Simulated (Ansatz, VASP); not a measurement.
## Two plane-wave programs on Cu

```
CELL_PARAMETERS angstrom
0.00000 1.81458 1.81458
1.81458 0.00000 1.81458
1.81458 1.81458 0.00000
ATOMIC_POSITIONS crystal
Cu 0.00000 0.00000 0.00000
```

Alike in both runs: task single point; functional PBE; k mesh 24 × 24 × 24; occupations fermi-dirac, width 0.1 eV; no spin polarisation.

|  | VASP | Ansatz |
| --- | --- | --- |
| version | VASP 6.6.1 | Ansatz 0.2.0 |
| potentials or method | VASP PAW PBE potentials, release 64 (Cu), cutoff 520 eV | plane waves (420 eV) with PAW, scalar-relativistic |
| valence electrons in the cell | 11 | 19 |

Ansatz gave:

```
pressure (GPa) : 0.1
```

Question: What did VASP give for the same quantities?

Answer: Pressure (GPa): 0.6.

With one functional, cell and mesh, what is left measures potentials, basis and numerics. VASP's potentials hold 11 valence electrons a cell and Ansatz's 19, so a difference there can come from the potentials and not from the codes.
